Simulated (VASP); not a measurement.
# HfB (I4mm) in VASP: a series of runs

HfB is run at these levels: PBE; tasks: single point.

All numbers are computed with VASP 6.6.1; they aren't measurements. Logs are shortened: lines on timing, memory, paths and dates and some standing lists are left out, and cuts for length are marked.

### 1 The cell of the first run

Symmetry: I4mm, No. 107, tetragonal system. The conventional cell has a = 3.418 Å, b = 3.418 Å, c = 5.003 Å, α = 90.00°, β = 90.00°, γ = 90.00°. Within 3.1 Å of Hf (site symmetry 4mm) lie 6 B at 2.37 to 2.63 Å. Within 3.1 Å of B (site symmetry 4mm) lie 6 Hf at 2.37 to 2.63 Å.

### 2 Single point, PBE (atoms displaced along a vibrational mode, the cell strained)

File INCAR:

```
  PREC = Accurate
  ENCUT = 520
  EDIFF = 1E-6
  ISMEAR = 0
  SIGMA = 0.15
  LREAL = False
  LASPH = True
  NELM = 100
  ALGO = Normal
  ISIF = 2
  LWAVE = False
  LCHARG = False
  GGA = PE
  NBANDS = 14
```

File KPOINTS:

```
Automatic mesh
0
Gamma
  16 16 16
```

File POSCAR:

```
HfB
1.0
    0.0000000000      2.4168788130      2.4168788130
    2.5014695715      0.0000000000      2.4168788130
    2.5014695715      2.4168788130      0.0000000000
Hf B
1 1
Direct
    0.4985215256      0.5014784744      0.5014784744
    0.0244116501     -0.0244116501     -0.0244116501
```

Potentials or basis: VASP PAW PBE potentials, release 64 (Hf_pv, B).

On the command line:

```
> cat potpaw_PBE.64/Hf_pv/POTCAR potpaw_PBE.64/B/POTCAR > POTCAR
> mpirun -np 1 vasp_std > vasp.out
```

OUTCAR:

```text
PREC = Accurate
   ENCUT = 520
   EDIFF = 1E-6
   ISMEAR = 0
   LREAL = False
   LASPH = True
   NELM = 100
   ISIF = 2
   GGA = PE

 ion  position               nearest neighbor table
   1  0.499  0.501  0.501-   2 2.37   2 2.42   2 2.42   2 2.42   2 2.42   2 2.63
   2  0.024  0.976  0.976-   1 2.37   1 2.42   1 2.42   1 2.42   1 2.42   1 2.63

  LATTYP: Found a body centered tetragonal cell.
 ALAT       =     3.4179827960
 C/A-ratio  =     1.4637110371

  Lattice vectors:

 A1 = (   2.5014695715,   0.0000000000,   2.4168788130)
 A2 = (   2.5014695715,   0.0000000000,  -2.4168788130)
 A3 = (  -2.5014695715,   2.4168788130,   0.0000000000)

Analysis of symmetry for initial positions (statically):
=====================================================================
 Subroutine PRICEL returns:
 Original cell was already a primitive cell.

 Routine SETGRP: Setting up the symmetry group for a
 body centered tetragonal supercell.

 Subroutine GETGRP returns: Found  8 space group operations
 (whereof  8 operations were pure point group operations)
 out of a pool of 16 trial point group operations.

The static configuration has the point symmetry C_4v.

Analysis of symmetry for dynamics (positions and initial velocities):
=====================================================================
 Subroutine PRICEL returns:
 Original cell was already a primitive cell.

 Routine SETGRP: Setting up the symmetry group for a
 body centered tetragonal supercell.

 Subroutine GETGRP returns: Found  8 space group operations
 (whereof  8 operations were pure point group operations)
 out of a pool of 16 trial point group operations.

The dynamic configuration has the point symmetry C_4v.

 Subroutine INISYM returns: Found  8 space group operations
 (whereof  8 operations are pure point group operations),
 and found     1 'primitive' translations

----------------------------------------------------------------------------------------

                                     Primitive cell

  volume of cell :      29.2237

  direct lattice vectors                    reciprocal lattice vectors
     0.000000000  2.416878813  2.416878813    -0.199882503  0.206878391  0.206878391
     2.501469571  0.000000000  2.416878813     0.199882503 -0.206878391  0.206878391
     2.501469571  2.416878813  0.000000000     0.199882503  0.206878391 -0.206878391

  length of vectors
     3.417982796  3.478311834  3.478311834     0.354330852  0.354330852  0.354330852

  position of ions in fractional coordinates (direct lattice)
[... 85 lines left out ...]
   ISIF   =      2    stress and relaxation
   ISYM   =      2    0-nonsym 1-usesym 2-fastsym
   POTIM  = 0.5000    time-step for ionic-motion
   TEBEG  =    0.0;   TEEND  =   0.0 temperature during run
   PSTRESS=    0.0 pullay stress
   NELECT =      13.0000    total number of electrons
   NUPDOWN=      -1.0000    fix difference up-down
   EMIN   =  10.00;   EMAX   =-10.00  energy-range for DOS
   EFERMI =   0.00;   METHOD = LEGACY
   ISMEAR =     0;   SIGMA  =   0.15  broadening in eV -4-tet -1-fermi 0-gaus
   EFERMI_NEDOS =   21; number of points for ismear=-14 and -15
   IALGO  =     38    algorithm
   IMIX   =      4    mixing-type and parameters
     AMIX     =   0.40;   BMIX     =  1.00
     AMIX_MAG =   1.60;   BMIX_MAG =  1.00
  volume/ion in A,a.u.               =      14.61        98.61
  Fermi-wavevector in a.u.,A,eV,Ry     =   1.249715  2.361619 21.249408  1.561787
  Thomas-Fermi vector in A             =   2.383743
   LORBIT       =      0    0 simple, 1 ext, 2 COOP (PROOUT), +10 PAW based schemes
   GGA     = PE    functional components
   LHFCALC =     F    Hartree Fock is set to
   AEXX    =    0.0000 exact exchange contribution
   IVDW    =     0    specifies the selected vdW correction
   LEPSILON=     F    determine dielectric tensor
   LRPA    =     F    only Hartree local field effects (RPA)
 non-spin polarized calculation
 Gauss-broadening in eV      SIGMA  =   0.15
  energy-cutoff  :      520.00
  volume of cell :       29.22
 maximum number of plane-waves:       805
 NGX is ok and might be reduce to    28
   NGX = 13   NGY = 13   NGZ = 13

 number of electron      13.0000002 magnetization

 Free energy of the ion-electron system (eV)
  ---------------------------------------------------
  ext. energy  EPLUGINS =         0.00000000
  ---------------------------------------------------
  free energy    TOTEN  =       -17.38624799 eV

  energy without entropy =      -17.37451846  energy(sigma->0) =      -17.38038322

 E-fermi :   4.0996     XC(G=0): -11.5058

 val. band max:        4.0952930157   @ k =   0.5000   0.2500   0.0000
 cond. band min:       4.1049559730   @ k =  -0.2500   0.3750   0.3125
 fundamental gap:      0.0096629573
 Fermi energy:         4.0996260026

 k-point     1 :       0.0000    0.0000    0.0000
  band No.  band energies     occupation
      1     -25.1327      2.00000
      2     -25.0967      2.00000
      3     -25.0967      2.00000
      4      -4.9107      2.00000
      5       5.8771      0.00000
      6       5.9648      0.00000
      7       5.9648      0.00000
      8       6.5771      0.00000
      9       7.8625      0.00000
     10       7.9073      0.00000
     11       7.9073      0.00000
     12       8.4434      0.00000
     13      14.6201      0.00000
     14      15.0900      0.00000
[... 377 lines left out ...]
      1     -25.1573      2.00000
      2     -25.1091      2.00000
      3     -25.1078      2.00000
      4      -4.6718      2.00000
      5       5.2282      0.00000
      6       5.3127      0.00000
      7       5.8825      0.00000
      8       6.1347      0.00000
      9       7.1445      0.00000
     10       8.3157      0.00000
     11       9.0160      0.00000
     12       9.9729      0.00000
     13      14.9820      0.00000
     14      15.6881      0.00000

 [... further k-points ...]
[... 5 lines left out ...]
  --------------------------------------------------------------------------------------
  -------------------------------------------------------------------------------------
  Total       -1.6614752     -0.3969133     -0.3969133      0.0000000      0.0000000     -0.0000000
  in kB      -91.0897453    -21.7606212    -21.7606212      0.0000000      0.0000000     -0.0000000
  external PRESSURE =     -44.8703292 kB  Pullay stress =       0.0000000 kB

 VOLUME and BASIS-vectors are now :
 -----------------------------------------------------------------------------
  energy-cutoff  :      520.00
  volume of cell :       29.22
      direct lattice vectors                 reciprocal lattice vectors
     0.000000000  2.416878813  2.416878813    -0.199882503  0.206878391  0.206878391
     2.501469571  0.000000000  2.416878813     0.199882503 -0.206878391  0.206878391
     2.501469571  2.416878813  0.000000000     0.199882503  0.206878391 -0.206878391

 POSITION                                       TOTAL-FORCE (eV/Angst)
 -----------------------------------------------------------------------------------
      2.50887      2.41688      2.41688        -0.732879      0.000000      0.000000
      4.88081      2.41688      2.41688         0.732879      0.000000      0.000000
 -----------------------------------------------------------------------------------
    total drift:                               -0.000237      0.000000      0.000000

  FREE ENERGIE OF THE ION-ELECTRON SYSTEM (eV)
  ---------------------------------------------------
  free  energy   TOTEN  =       -17.3862479886 eV

  energy  without entropy=      -17.3745184561  energy(sigma->0) =      -17.38038322
```

OSZICAR:

```text
N       E                     dE             d eps       ncg     rms          rms(c)
DAV:   1     0.198589603703E+02    0.19859E+02   -0.67232E+03  9828   0.840E+02
DAV:   2    -0.181580153413E+02   -0.38017E+02   -0.36227E+02 12406   0.186E+02
DAV:   3    -0.191761408660E+02   -0.10181E+01   -0.10111E+01 12386   0.208E+01
DAV:   4    -0.191806287290E+02   -0.44879E-02   -0.44876E-02 11232   0.173E+00
DAV:   5    -0.191806590104E+02   -0.30281E-04   -0.30281E-04 12400   0.127E-01    0.511E+01
DAV:   6    -0.174359603701E+02    0.17447E+01   -0.31667E+00 11434   0.103E+01    0.331E+01
DAV:   7    -0.174051763840E+02    0.30784E-01   -0.59110E-01 12688   0.498E+00    0.111E+01
DAV:   8    -0.173864967968E+02    0.18680E-01   -0.59008E-02 11270   0.144E+00    0.116E+00
DAV:   9    -0.173862353441E+02    0.26145E-03   -0.36189E-03 12490   0.404E-01    0.315E-01
DAV:  10    -0.173862471052E+02   -0.11761E-04   -0.11674E-04 11890   0.768E-02    0.283E-02
DAV:  11    -0.173862479886E+02   -0.88348E-06   -0.58249E-06 12008   0.164E-02
   1 F= -.17386248E+02 E0= -.17380383E+02  d E =-.117295E-01
```

Run time: 62 s. Hardware: 1 thread of Intel Xeon 6975P-C (Granite Rapids), shared host; peak memory 0.27 GiB.

What came out:

* Free energy: -17.3862 eV
* Pressure: -4.5 GPa
* Largest force: 0.733 eV/Å
* Band gap on the k mesh: zero (an odd number of electrons rules out a gap without spin polarisation)

Forces on the atoms (eV/Å):
```
Hf  -0.733  0.000  0.000
B    0.733  0.000  0.000
```

Levels at points of the mesh, in eV from the Fermi level:
```csv
k point,band 5,band 6,band 7,band 8,band 9,band 10
"(0.00, 0.00, 0.00)",1.78,1.87,1.87,2.48,3.76,3.81
"(0.50, 0.00, 0.00)",-4.38,-1.14,-1.05,5.33,5.49,6.21
"(0.50, 0.50, 0.00)",-1.20,-0.89,1.67,1.98,5.22,6.29
"(0.00, 0.50, 0.50)",-1.51,-0.69,2.00,2.00,5.17,6.47
```

Caveat: the cell differs from its parent crystal (atoms displaced along a vibrational mode, the cell strained); the stress differs along the axes, from -9 to -2 GPa; spin-orbit coupling is left out, which moves the levels of the heavy elements; an odd number of electrons without spin polarisation forces a metal; a magnetic or distorted state may lie lower.

### 3 Single point, PBE (atoms displaced along a vibrational mode, the cell strained)

File INCAR:

```
ALGO = Normal ; EDIFF = 1E-7
ENCUT = 520 ; GGA = PE
ISIF = 2 ; ISMEAR = 0
LASPH = True ; LCHARG = False
LREAL = False ; LWAVE = False
NBANDS = 14 ; NELM = 80
PREC = Accurate ; SIGMA = 0.15
```

File KPOINTS:

```
k-points
0
Gamma
  16 16 16
```

File POSCAR:

```
HfB
1.0
    0.0000000000      2.4168788130      2.4168788130
    2.5860603299      0.0000000000      2.4168788130
    2.5860603299      2.4168788130      0.0000000000
Hf B
1 1
Direct
    0.4985215256      0.5014784744      0.5014784744
    0.0244116501     -0.0244116501     -0.0244116501
```

Potentials or basis: VASP PAW PBE potentials, release 64 (Hf_pv, B).

On the command line:

```
> cat potpaw_PBE.64/Hf_pv/POTCAR potpaw_PBE.64/B/POTCAR > POTCAR
> mpirun -np 1 vasp_std > vasp.out
```

Wall time 72 s (1 thread of Intel Xeon 6975P-C (Granite Rapids), shared host); peak memory 0.28 GiB.

It converged, with:

```
Free energy            : -17.3025 eV
Pressure               : -8.4 GPa
Largest force          : 0.484 eV/Å
Band gap on the k mesh : zero (an odd number of electrons rules out a gap without spin polarisation)
```

Forces on the atoms (eV/Å):
```
Hf  -0.484  0.000  0.000
B    0.484  0.000  0.000
```

Stress tensor (GPa, compression positive):
```
-17.64   0.00   0.00
  0.00  -3.76   0.00
  0.00   0.00  -3.76
```

Levels at points of the mesh, in eV from the Fermi level:
| k point | band 3 | band 4 | band 5 | band 6 | band 7 | band 8 | band 9 | band 10 | band 11 | band 12 |
| --- | --- | --- | --- | --- | --- | --- | --- | --- | --- | --- |
| (0.00, 0.00, 0.00) | -29.35 | -8.89 | 1.54 | 1.94 | 1.94 | 2.21 | 3.77 | 3.77 | 3.80 | 4.08 |
| (0.50, 0.00, 0.00) | -29.37 | -4.71 | -4.32 | -1.16 | -0.98 | 5.05 | 5.37 | 6.02 | 7.15 | 10.80 |
| (0.50, 0.50, 0.00) | -29.52 | -6.14 | -1.14 | -0.83 | 1.53 | 1.85 | 4.93 | 5.84 | 6.58 | 7.12 |
| (0.00, 0.50, 0.50) | -29.45 | -6.37 | -1.73 | -0.61 | 2.06 | 2.06 | 4.97 | 6.19 | 6.19 | 6.64 |

Caveat: the cell differs from its parent crystal (atoms displaced along a vibrational mode, the cell strained); the stress differs along the axes, from -18 to -4 GPa; spin-orbit coupling is left out, which moves the levels of the heavy elements; an odd number of electrons without spin polarisation forces a metal; a magnetic or distorted state may lie lower.
